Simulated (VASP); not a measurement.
GaAs, 2 atoms in the cell. The structure is cubic, space group F-43m (No. 216). Conventional cell: a = 5.616 Å, b = 5.616 Å, c = 5.616 Å, α = 90.00°, β = 90.00°, γ = 90.00°. Within 3.2 Å of Ga (site symmetry -43m) lie 4 As at 2.43 Å. As (site symmetry -43m) has 4 Ga at 2.43 Å within 3.2 Å.  This cell differs from its parent crystal: volume scaled by 0.98.

| Quantity | Value |
| --- | --- |
| Program | VASP 6.6.1 |
| Task | electric field gradients |
| Functional | PBE |
| Potentials or basis | VASP PAW PBE potentials, release 64 (Ga_d, As) |
| Cutoff | 520 eV |
| k mesh | 11 × 11 × 11 |
| Occupations | fermi-dirac, width 0.05 eV |
| Spin | no spin polarisation |
| Dipole correction | no |
| Further INCAR settings | ALGO = Normal; EDIFF = 1e-08; NBANDS = 16 |

Potentials or basis: VASP PAW PBE potentials, release 64 (Ga_d, As).

Launch:

```console
$ cat potpaw_PBE.64/Ga_d/POTCAR potpaw_PBE.64/As/POTCAR > POTCAR
$ mpirun -np 1 vasp_std > vasp.out
```

Hardware: 1 thread of Intel(R) Xeon(R) Platinum 8375C CPU @ 2.90GHz (Ice Lake), on a shared host.

Estimate the wall time of this run.

Run time: 68 s on 1 thread of Intel(R) Xeon(R) Platinum 8375C CPU @ 2.90GHz (Ice Lake), with other jobs on the host, peak memory 0.19 GiB. Counts: scf iterations 16, k points 56.
